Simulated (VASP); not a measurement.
**InAs: single point with PBEsol**

Crystal: InAs.

```
In As
1.0
     0.00000    2.93374    2.93374
     2.93374    0.00000    2.93374
     2.93374    2.93374    0.00000
In As
1 1
Direct
  0.50000 0.50000 0.50000
  0.00000 0.00000 0.00000
```

This cell differs from its parent crystal: volume scaled by 1.06.

* Program: VASP 6.6.1
* Task: single point
* Functional: PBEsol
* Potentials or basis: VASP PAW PBE potentials, release 64 (In_d, As)
* Cutoff: 520 eV
* k mesh: 8 × 8 × 8
* Occupations: fermi-dirac, width 0.05 eV
* Spin: no spin polarisation
* Dipole correction: no
* Further INCAR settings: ALGO = Normal; EDIFF = 1e-07; NBANDS = 16

| Quantity | Value |
| --- | --- |
| Pressure | -6.0 GPa |
| Band gap on the k mesh | zero (band 9 reaches 5.48 eV, above the bottom of band 10 at 3.09 eV) |

Levels at points of the mesh, in eV from the Fermi level:
```tsv
k point	band 7	band 8	band 9	band 10	band 11	band 12
(0.00, 0.00, 0.00)	-1.09	-0.17	-0.17	-0.17	7.09	7.09
(0.50, 0.00, 0.00)	-6.24	0.17	0.17	2.00	3.22	3.22
(0.50, 0.50, 0.00)	-4.39	-3.01	-2.06	-2.06	3.89	8.68
```

Run time: 39 s on 1 thread of AMD EPYC 7R13, with other jobs on the host, peak memory 0.19 GiB.

Caveat: the PAW data sets were made with another functional, which shifts forces and pressure a little; spin-orbit coupling is left out, which moves the levels of the heavy elements.
